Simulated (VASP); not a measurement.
Input of a VASP 6.6.1 run:

Contents of POSCAR:

```
Hf
1.0
    3.0803597021      0.0000014290     -0.0039048970
   -1.5401786135      2.6676704693      0.0039048970
   -1.5435692120      0.8911801000      2.6287687364
Hf
1
Direct
    0.0000000000      0.0000000000      0.0000000000
```

The input INCAR.step1:

```
PREC     = Accurate       # precision mode
ENCUT    = 520            # plane-wave cutoff, eV
ISMEAR   = 0              # smearing method
SIGMA    = 0.1            # smearing width, eV
LREAL    = F              # projectors in reciprocal space
LASPH    = T              # aspherical terms in the spheres
NELM     = 100            # most SCF steps
NBANDS   = 11             # bands
GGA      = PE             # functional
ALGO     = Normal         # electronic algorithm
EDIFF    = 1E-4           # SCF threshold, eV
LWAVE    = T              # write WAVECAR
LCHARG   = F              # write CHGCAR
```

The input INCAR.step2:

```
PREC     = Accurate       # precision mode
ENCUT    = 520            # plane-wave cutoff, eV
EDIFF    = 1E-6           # SCF threshold, eV
ISMEAR   = 0              # smearing method
SIGMA    = 0.1            # smearing width, eV
LREAL    = F              # projectors in reciprocal space
LASPH    = T              # aspherical terms in the spheres
NELM     = 100            # most SCF steps
ALGO     = Normal         # electronic algorithm
ISIF     = 2              # what is computed and relaxed
LWAVE    = F              # write WAVECAR
LCHARG   = F              # write CHGCAR
METAGGA  = R2SCAN         # meta-GGA
LMIXTAU  = T            
NBANDS   = 11             # bands
ISTART   = 1
```

Contents of KPOINTS:

```
regular mesh
0
Gamma
  12 12 13
```

Potentials or basis: VASP PAW PBE potentials, release 64 (Hf_pv).

Launch:

```sh
$ cat potpaw_PBE.64/Hf_pv/POTCAR > POTCAR
$ cp INCAR.step1 INCAR
$ mpirun -np 1 vasp_std > vasp.out
$ cp INCAR.step2 INCAR
$ mpirun -np 1 vasp_std > vasp.out
```

**Question.** Predict the band gap on the k mesh.

**Answer.** Zero (band 5 reaches 6.10 eV, above the bottom of band 6 at 4.29 eV).

**Question.** Estimate the pressure.

**Answer.** 3.9 GPa.

Stress tensor (GPa, compression positive):
```
 6.10  0.10 -0.05
 0.10  6.21  0.03
-0.05  0.03 -0.63
```

Caveat: the PAW data sets were made with another functional, which shifts forces and pressure a little; spin-orbit coupling is left out, which moves the levels of the heavy elements.
